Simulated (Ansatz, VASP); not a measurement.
# One calculation of Cd2S, two programs

```
Cd S
1.0
     5.88915    0.00000    0.00000
     0.00000    5.88915    0.00000
     0.00000    0.00000    5.88915
Cd S
4 2
Direct
  0.25000 0.25000 0.25000
  0.75000 0.75000 0.25000
  0.75000 0.25000 0.75000
  0.25000 0.75000 0.75000
  0.00000 0.00000 0.00000
  0.50000 0.50000 0.50000
```

Alike in both runs: task relaxation of cell and atoms; functional PBE; k mesh 6 × 6 × 6; occupations gaussian, width 0.1 eV; no spin polarisation.

```csv
,VASP,Ansatz
version,VASP 6.6.1,Ansatz 0.2.0
potentials or method,"VASP PAW PBE potentials, release 64 (Cd, S), cutoff 600 eV","scalar-relativistic, plane waves, PAW"
valence electrons in the cell,60,92
```

Ansatz gave:

- gap on the k mesh at the Fermi level, each at its own relaxed structure (eV): none
- relaxed volume (Å³/atom): 34.80
- relaxed cell length with the largest relative difference (Å): 5.933

Question: What did VASP give for the same quantities?

Answer: gap on the k mesh at the Fermi level, each at its own relaxed structure (eV): none; relaxed volume (Å³/atom): 35.05; relaxed cell length with the largest relative difference (Å): 5.947.

A gap of «none» marks a metal or a gap that the smearing closes. VASP's potentials hold 60 valence electrons a cell and Ansatz's 92, so a difference there can come from the potentials and not from the codes.
